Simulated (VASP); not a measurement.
# NaLa (P-6m2) in VASP: a series of runs, part 2 of 2

VASP 6.6.1. The steps go on from the part before.

### 3 Single point, PBE

The input, INCAR:

```
SYSTEM = NaLa
ALGO = Normal ; EDIFF = 1E-6
ENCUT = 500 ; GGA = PE
GGA_COMPAT = .FALSE. ; ISIF = 2
ISMEAR = 0 ; LASPH = .TRUE.
LCHARG = .FALSE. ; LMAXMIX = 6
LREAL = .FALSE. ; LWAVE = .FALSE.
NBANDS = 16 ; NELM = 200
PREC = Accurate ; SIGMA = 0.15
```

The input, KPOINTS:

```
k-points
0
G
  8 8 4
  0 0 0
```

The input, POSCAR:

```
NaLa
1.0
    3.6062507700      0.0000000000      0.0000000000
   -1.8031253800      3.1231047800      0.0000000000
    0.0000000000      0.0000000000      6.4837820000
Na La
1 1
Direct
    0.0000000000      0.0000000000      0.0000000000
    0.3333333333      0.6666666667      0.5000000000
```

Potentials or basis: VASP PAW PBE potentials, release 64 (Na_pv, La).

Started as:

```bash
$ cat potpaw_PBE.64/Na_pv/POTCAR potpaw_PBE.64/La/POTCAR > POTCAR
$ mpirun -np 1 vasp_std > vasp.out
```

OUTCAR:

```text
SYSTEM = NaLa
   EDIFF = 1E-6
   ENCUT = 500
   GGA = PE
   ISIF = 2
   ISMEAR = 0
   LASPH = .TRUE.
   LREAL = .FALSE.
   NELM = 200
   PREC = Accurate

 ion  position               nearest neighbor table
   1  0.000  0.000  0.000-
   2  0.333  0.667  0.500-

  LATTYP: Found a hexagonal cell.
 ALAT       =     3.6062507700
 C/A-ratio  =     1.7979287669

  Lattice vectors:

 A1 = (   3.6062507700,   0.0000000000,   0.0000000000)
 A2 = (  -1.8031253800,   3.1231047800,   0.0000000000)
[... 191 lines left out ...]
      6     -11.8730      2.00000
[... 433 lines left out ...]
      3     -20.2474      2.00000
      4     -20.2339      2.00000
      5     -13.0910      2.00000
      6     -12.5110      2.00000
[... 8 lines left out ...]
     15       6.0437      0.00000
     16       6.0641      0.00000

 [... further k-points ...]
[... 5 lines left out ...]
  --------------------------------------------------------------------------------------
  -------------------------------------------------------------------------------------
  Total       -0.2702043     -0.2702043      0.1065851     -0.0000000      0.0000000      0.0000000
  in kB       -5.9283248     -5.9283248      2.3384938     -0.0000000      0.0000000      0.0000000
  external PRESSURE =      -3.1727186 kB  Pullay stress =       0.0000000 kB

 VOLUME and BASIS-vectors are now :
 -----------------------------------------------------------------------------
  energy-cutoff  :      500.00
  volume of cell :       73.02
      direct lattice vectors                 reciprocal lattice vectors
     3.606250770  0.000000000  0.000000000     0.277296301  0.160097094  0.000000000
    -1.803125380  3.123104780  0.000000000     0.000000000  0.320194188  0.000000000
     0.000000000  0.000000000  6.483782000     0.000000000  0.000000000  0.154230972

 POSITION                                       TOTAL-FORCE (eV/Angst)
 -----------------------------------------------------------------------------------
      0.00000      0.00000      0.00000         0.000000      0.000000      0.000000
      0.00000      2.08207      3.24189        -0.000000      0.000000      0.000000
 -----------------------------------------------------------------------------------
    total drift:                                0.000000     -0.000000     -0.000000

  FREE ENERGIE OF THE ION-ELECTRON SYSTEM (eV)
  ---------------------------------------------------
  free  energy   TOTEN  =        -5.8665026908 eV

  energy  without entropy=       -5.8389741294  energy(sigma->0) =       -5.85273841
```

OSZICAR:

```text
N       E                     dE             d eps       ncg     rms          rms(c)
DAV:   1     0.180176789780E+03    0.18018E+03   -0.74600E+03   968   0.139E+03
DAV:   2     0.137609222268E+02   -0.16642E+03   -0.16152E+03  1272   0.280E+02
DAV:   3    -0.436635863176E+01   -0.18127E+02   -0.17534E+02  1200   0.110E+02
DAV:   4    -0.634876140754E+01   -0.19824E+01   -0.19043E+01  1856   0.273E+01
DAV:   5    -0.642033774707E+01   -0.71576E-01   -0.71144E-01  1224   0.498E+00    0.297E+00
DAV:   6    -0.589412981414E+01    0.52621E+00   -0.13682E+00  1672   0.564E+00    0.146E+00
DAV:   7    -0.586433662584E+01    0.29793E-01   -0.11844E-01  1376   0.223E+00    0.699E-01
DAV:   8    -0.586455820197E+01   -0.22158E-03   -0.46160E-02  1608   0.166E+00    0.201E-01
DAV:   9    -0.586623594943E+01   -0.16777E-02   -0.56158E-03  1448   0.506E-01    0.102E-01
DAV:  10    -0.586651338826E+01   -0.27744E-03   -0.89479E-04  1576   0.217E-01    0.298E-02
DAV:  11    -0.586650287445E+01    0.10514E-04   -0.73466E-05  1448   0.656E-02    0.163E-02
DAV:  12    -0.586650221856E+01    0.65588E-06   -0.22773E-05  1600   0.457E-02    0.135E-02
DAV:  13    -0.586650269078E+01   -0.47221E-06   -0.85870E-06  1560   0.271E-02
   1 F= -.58665027E+01 E0= -.58527384E+01  d E =-.275286E-01
```

stdout:

```text
POSCAR found type information on POSCAR NaLa
 POSCAR found :  2 types and       2 ions
 scaLAPACK will be used
 LDA part: xc-table for (Slater+PW92), standard interpolation
 POSCAR, INCAR and KPOINTS ok, starting setup
 FFT: planning ... GRIDC
 FFT: planning ... GRID_SOFT
 FFT: planning ... GRID
 WAVECAR not read
 entering main loop
```

It took 17 s on 1 thread of Intel Xeon 6975P-C (Granite Rapids), shared host; peak memory 0.2 GiB.

Results:

```
Free energy            : -5.8665 eV
Pressure               : -0.3 GPa
Band gap on the k mesh : zero (band 9 reaches 4.45 eV, above the bottom of band 10 at 3.71 eV)
```

Levels at points of the mesh, in eV from the Fermi level:
| k point | band 6 | band 7 | band 8 | band 9 | band 10 | band 11 | band 12 | band 13 |
| --- | --- | --- | --- | --- | --- | --- | --- | --- |
| (0.00, 0.00, 0.00) | -16.09 | -16.09 | -3.31 | -1.26 | 0.73 | 1.07 | 1.62 | 1.64 |
| (0.50, 0.00, 0.00) | -16.69 | -16.42 | -1.46 | -0.70 | 0.39 | 0.94 | 1.33 | 1.50 |
| (0.00, 0.00, 0.50) | -16.09 | -16.09 | -2.38 | -2.08 | -0.02 | 1.07 | 1.35 | 1.63 |
| (0.50, 0.00, 0.50) | -16.69 | -16.42 | -1.39 | -1.12 | 1.09 | 1.41 | 1.49 | 1.50 |

Caveat: spin-orbit coupling is left out, which moves the levels of the heavy elements.

### 4 Single point, PBE

The input, INCAR:

```
  ALGO = Normal
  EDIFF = 1E-6
  ENCUT = 500
  GGA = PE
  GGA_COMPAT = F
  ISIF = 2
  ISMEAR = 0
  LASPH = T
  LCHARG = F
  LMAXMIX = 6
  LREAL = F
  LWAVE = F
  NBANDS = 16
  NELM = 200
  PREC = Accurate
  SIGMA = 0.1
```

The input, KPOINTS:

```
k-points
0
Gamma
  8 8 4
```

POSCAR is that of step 3.

Potentials or basis: VASP PAW PBE potentials, release 64 (Na_pv, La).

Started as:

```bash
$ cat potpaw_PBE.64/Na_pv/POTCAR potpaw_PBE.64/La/POTCAR > POTCAR
$ mpirun -np 1 vasp_std > vasp.out
```

OUTCAR:

```text
EDIFF = 1E-6
   ENCUT = 500
   GGA = PE
   ISIF = 2
   ISMEAR = 0
   LASPH = T
   LREAL = F
   NELM = 200
   PREC = Accurate

 ion  position               nearest neighbor table
   1  0.000  0.000  0.000-
   2  0.333  0.667  0.500-

  LATTYP: Found a hexagonal cell.
 ALAT       =     3.6062507700
 C/A-ratio  =     1.7979287669

  Lattice vectors:

 A1 = (   3.6062507700,   0.0000000000,   0.0000000000)
 A2 = (  -1.8031253800,   3.1231047800,   0.0000000000)
 A3 = (   0.0000000000,   0.0000000000,   6.4837820000)

Analysis of symmetry for initial positions (statically):
=====================================================================
 Subroutine PRICEL returns:
 Original cell was already a primitive cell.

 Routine SETGRP: Setting up the symmetry group for a
 hexagonal supercell.

 Subroutine GETGRP returns: Found 12 space group operations
 (whereof 12 operations were pure point group operations)
 out of a pool of 24 trial point group operations.

The static configuration has the point symmetry D_3h.

[... 157 lines left out ...]
  free energy    TOTEN  =        -5.85804195 eV

  energy without entropy =       -5.84251597  energy(sigma->0) =       -5.85027896

 E-fermi :   4.2445     XC(G=0):  -8.1428

 val. band max:        4.2122664458   @ k =   0.2500   0.0000   0.0000
 cond. band min:       4.2676009457   @ k =   0.2500   0.1250   0.2500
 fundamental gap:      0.0553345000
 Fermi energy:         4.2445421994

 k-point     1 :       0.0000    0.0000    0.0000
  band No.  band energies     occupation
      1     -28.9460      2.00000
      2     -20.2385      2.00000
      3     -20.2385      2.00000
      4     -20.2381      2.00000
      5     -12.7156      2.00000
      6     -11.8787      2.00000
[... 433 lines left out ...]
      3     -20.2466      2.00000
      4     -20.2326      2.00000
      5     -13.0966      2.00000
      6     -12.5112      2.00000
[... 8 lines left out ...]
     15       6.0389      0.00000
     16       6.0586      0.00000

 [... further k-points ...]

------------------------ aborting loop because EDIFF is reached ----------------------------------------

  FORCE on cell =-STRESS in cart. coord.  units (eV):
  Direction    XX          YY          ZZ          XY          YZ          ZX
  --------------------------------------------------------------------------------------
  -------------------------------------------------------------------------------------
  Total       -0.2921087     -0.2921087      0.1253147     -0.0000000      0.0000000      0.0000000
  in kB       -6.4089102     -6.4089102      2.7494230     -0.0000000      0.0000000      0.0000000
  external PRESSURE =      -3.3561325 kB  Pullay stress =       0.0000000 kB

 VOLUME and BASIS-vectors are now :
 -----------------------------------------------------------------------------
  energy-cutoff  :      500.00
  volume of cell :       73.02
      direct lattice vectors                 reciprocal lattice vectors
     3.606250770  0.000000000  0.000000000     0.277296301  0.160097094  0.000000000
    -1.803125380  3.123104780  0.000000000     0.000000000  0.320194188  0.000000000
     0.000000000  0.000000000  6.483782000     0.000000000  0.000000000  0.154230972

 POSITION                                       TOTAL-FORCE (eV/Angst)
 -----------------------------------------------------------------------------------
      0.00000      0.00000      0.00000         0.000000     -0.000000      0.000000
      0.00000      2.08207      3.24189        -0.000000      0.000000      0.000000
 -----------------------------------------------------------------------------------
    total drift:                                0.000000     -0.000000     -0.000000

  FREE ENERGIE OF THE ION-ELECTRON SYSTEM (eV)
  ---------------------------------------------------
  free  energy   TOTEN  =        -5.8580419498 eV

  energy  without entropy=       -5.8425159724  energy(sigma->0) =       -5.85027896
```

stdout:

```text
POSCAR found type information on POSCAR NaLa
 POSCAR found :  2 types and       2 ions
 scaLAPACK will be used
 LDA part: xc-table for (Slater+PW92), standard interpolation
 POSCAR, INCAR and KPOINTS ok, starting setup
 FFT: planning ... GRIDC
 FFT: planning ... GRID_SOFT
 FFT: planning ... GRID
 WAVECAR not read
 entering main loop
```

Run time: 17 s. Hardware: 1 thread of Intel Xeon 6975P-C (Granite Rapids), shared host; peak memory 0.21 GiB.

What came out:

```
Free energy            : -5.8580 eV
Pressure               : -0.3 GPa
Band gap on the k mesh : zero (band 9 reaches 4.44 eV, above the bottom of band 10 at 3.71 eV)
```

Levels at points of the mesh, in eV from the Fermi level:
```csv
k point,band 7,band 8,band 9,band 10,band 11,band 12
"(0.00, 0.00, 0.00)",-16.12,-3.34,-1.29,0.70,1.04,1.59
"(0.50, 0.00, 0.00)",-16.45,-1.49,-0.73,0.37,0.91,1.30
"(0.00, 0.00, 0.50)",-16.12,-2.41,-2.10,-0.05,1.04,1.32
"(0.50, 0.00, 0.50)",-16.45,-1.42,-1.14,1.07,1.38,1.46
```

Caveat: spin-orbit coupling is left out, which moves the levels of the heavy elements.

### 5 Single point, PBE

The input, INCAR:

```
ALGO     = Normal         # electronic algorithm
EDIFF    = 1E-6           # SCF threshold, eV
ENCUT    = 500            # plane-wave cutoff, eV
GGA      = PE             # functional
GGA_COMPAT= F            
ISIF     = 2              # what is computed and relaxed
ISMEAR   = 0              # smearing method
LASPH    = T              # aspherical terms in the spheres
LCHARG   = F              # write CHGCAR
LMAXMIX  = 6              # l up to which the mixer works
LREAL    = F              # projectors in reciprocal space
LWAVE    = F              # write WAVECAR
NBANDS   = 16             # bands
NELM     = 200            # most SCF steps
PREC     = Accurate       # precision mode
SIGMA    = 0.05           # smearing width, eV
```

KPOINTS is that of step 4.

POSCAR is that of step 4.

Started as:

```bash
$ cat potpaw_PBE.64/Na_pv/POTCAR potpaw_PBE.64/La/POTCAR > POTCAR
$ mpirun -np 1 vasp_std > vasp.out
```

Run time: 17 s. Hardware: 1 thread of Intel Xeon 6975P-C (Granite Rapids), shared host; peak memory 0.2 GiB.

It converged, with:

```yaml
Free_energy: -5.8513 eV
Pressure: -0.4 GPa
Band_gap_on_the_k_mesh: zero (band 9 reaches 4.44 eV, above the bottom of band 10 at 3.71 eV)
```

Stress tensor (GPa, compression positive):
```
-0.73  0.00  0.00
 0.00 -0.73  0.00
 0.00  0.00  0.36
```

Levels at points of the mesh, in eV from the Fermi level:
```tsv
k point	band 6	band 7	band 8	band 9	band 10	band 11	band 12	band 13
(0.00, 0.00, 0.00)	-16.15	-16.15	-3.36	-1.31	0.68	1.01	1.57	1.58
(0.50, 0.00, 0.00)	-16.74	-16.48	-1.52	-0.75	0.35	0.89	1.28	1.44
(0.00, 0.00, 0.50)	-16.15	-16.15	-2.44	-2.12	-0.07	1.01	1.29	1.58
(0.50, 0.00, 0.50)	-16.74	-16.48	-1.45	-1.16	1.04	1.36	1.44	1.44
```

Caveat: spin-orbit coupling is left out, which moves the levels of the heavy elements.

### 6 Single point, PBE

The input, INCAR:

```
SYSTEM = NaLa
ALGO = Normal ; EDIFF = 1E-6
ENCUT = 500 ; GGA = PE
GGA_COMPAT = .FALSE. ; ISIF = 2
ISMEAR = 0 ; LASPH = .TRUE.
LCHARG = .FALSE. ; LMAXMIX = 6
LREAL = .FALSE. ; LWAVE = .FALSE.
NBANDS = 16 ; NELM = 200
PREC = Accurate ; SIGMA = 0.025
```

The input, KPOINTS:

```
k-points
0
G
  8 8 4
  0 0 0
```

POSCAR is that of step 5.

Potentials or basis: VASP PAW PBE potentials, release 64 (Na_pv, La).

Started as:

```bash
$ cat potpaw_PBE.64/Na_pv/POTCAR potpaw_PBE.64/La/POTCAR > POTCAR
$ mpirun -np 1 vasp_std > vasp.out
```

OUTCAR:

```text
SYSTEM = NaLa
   EDIFF = 1E-6
   ENCUT = 500
   GGA = PE
   ISIF = 2
   ISMEAR = 0
   LASPH = .TRUE.
   LREAL = .FALSE.
   NELM = 200
   PREC = Accurate

 ion  position               nearest neighbor table
   1  0.000  0.000  0.000-
   2  0.333  0.667  0.500-

  LATTYP: Found a hexagonal cell.
 ALAT       =     3.6062507700
 C/A-ratio  =     1.7979287669

  Lattice vectors:

 A1 = (   3.6062507700,   0.0000000000,   0.0000000000)
 A2 = (  -1.8031253800,   3.1231047800,   0.0000000000)
[... 191 lines left out ...]
      6     -11.8797      2.00000
[... 433 lines left out ...]
      3     -20.2548      2.00000
      4     -20.2386      2.00000
      5     -13.0978      2.00000
      6     -12.5042      2.00000
[... 8 lines left out ...]
     15       6.0427      0.00000
     16       6.0615      0.00000

 [... further k-points ...]
[... 5 lines left out ...]
  --------------------------------------------------------------------------------------
  -------------------------------------------------------------------------------------
  Total       -0.3547571     -0.3547571      0.1854272     -0.0000000      0.0000000      0.0000000
  in kB       -7.7834259     -7.7834259      4.0683027     -0.0000000      0.0000000      0.0000000
  external PRESSURE =      -3.8328497 kB  Pullay stress =       0.0000000 kB

 VOLUME and BASIS-vectors are now :
 -----------------------------------------------------------------------------
  energy-cutoff  :      500.00
  volume of cell :       73.02
      direct lattice vectors                 reciprocal lattice vectors
     3.606250770  0.000000000  0.000000000     0.277296301  0.160097094  0.000000000
    -1.803125380  3.123104780  0.000000000     0.000000000  0.320194188  0.000000000
     0.000000000  0.000000000  6.483782000     0.000000000  0.000000000  0.154230972

 POSITION                                       TOTAL-FORCE (eV/Angst)
 -----------------------------------------------------------------------------------
      0.00000      0.00000      0.00000        -0.000000      0.000000      0.000000
      0.00000      2.08207      3.24189         0.000000     -0.000000      0.000000
 -----------------------------------------------------------------------------------
    total drift:                                0.000000     -0.000000     -0.000000

  FREE ENERGIE OF THE ION-ELECTRON SYSTEM (eV)
  ---------------------------------------------------
  free  energy   TOTEN  =        -5.8490650394 eV

  energy  without entropy=       -5.8474821724  energy(sigma->0) =       -5.84827361
```

OSZICAR:

```text
N       E                     dE             d eps       ncg     rms          rms(c)
DAV:   1     0.180190039489E+03    0.18019E+03   -0.74600E+03   968   0.139E+03
DAV:   2     0.138029162249E+02   -0.16639E+03   -0.16155E+03  1272   0.280E+02
DAV:   3    -0.435114631109E+01   -0.18154E+02   -0.17654E+02  1200   0.110E+02
DAV:   4    -0.632925406331E+01   -0.19781E+01   -0.19179E+01  1856   0.274E+01
DAV:   5    -0.640037142231E+01   -0.71117E-01   -0.69751E-01  1224   0.495E+00    0.299E+00
DAV:   6    -0.587470250188E+01    0.52567E+00   -0.14058E+00  1680   0.583E+00    0.148E+00
DAV:   7    -0.584803640685E+01    0.26666E-01   -0.10357E-01  1416   0.227E+00    0.740E-01
DAV:   8    -0.584701703200E+01    0.10194E-02   -0.47819E-02  1600   0.165E+00    0.202E-01
DAV:   9    -0.584862283185E+01   -0.16058E-02   -0.52946E-03  1472   0.478E-01    0.127E-01
DAV:  10    -0.584907812077E+01   -0.45529E-03   -0.12672E-03  1496   0.248E-01    0.304E-02
DAV:  11    -0.584906543351E+01    0.12687E-04   -0.13960E-04  1560   0.941E-02    0.200E-02
DAV:  12    -0.584906511757E+01    0.31595E-06   -0.25537E-05  1592   0.458E-02    0.781E-03
DAV:  13    -0.584906503939E+01    0.78173E-07   -0.34867E-06  1256   0.179E-02
   1 F= -.58490650E+01 E0= -.58482736E+01  d E =-.158287E-02
```

It took 18 s on 1 thread of Intel Xeon 6975P-C (Granite Rapids), shared host; peak memory 0.21 GiB.

What came out:

```yaml
Free_energy: -5.8491 eV
Pressure: -0.4 GPa
Band_gap_on_the_k_mesh: zero (band 9 reaches 4.44 eV, above the bottom of band 10 at 3.72 eV)
```

Stress tensor (GPa, compression positive):
```
-0.78  0.00  0.00
 0.00 -0.78  0.00
 0.00  0.00  0.41
```

Levels at points of the mesh, in eV from the Fermi level:
```
           k point  band 7  band 8  band 9  band 10  band 11  band 12
(0.00, 0.00, 0.00)  -16.16   -3.37   -1.32     0.67     1.00     1.56
(0.50, 0.00, 0.00)  -16.48   -1.52   -0.76     0.34     0.88     1.28
(0.00, 0.00, 0.50)  -16.16   -2.44   -2.13    -0.08     1.01     1.29
(0.50, 0.00, 0.50)  -16.48   -1.46   -1.17     1.03     1.35     1.43
```

Caveat: spin-orbit coupling is left out, which moves the levels of the heavy elements.

### 7 Overview

```tsv
smearing	gap on the mesh (eV)	pressure (GPa)
gaussian 0.25 eV	none	-0.2
gaussian 0.15 eV	none	-0.3
gaussian 0.1 eV	none	-0.3
gaussian 0.05 eV	none	-0.4
gaussian 0.025 eV	none	-0.4
```

Alike in all rows: task single point; level PBE; potentials or basis VASP PAW PBE potentials, release 64 (Na_pv, La); no spin polarisation; cell as given; k mesh 8 × 8 × 4; cutoff (eV) 500.

Every run on the cell as given and a fine mesh finds a metal.

Caveats: spin-orbit coupling is left out, which moves the levels of the heavy elements.

Absolute energies hang on the potentials; compare differences alone.
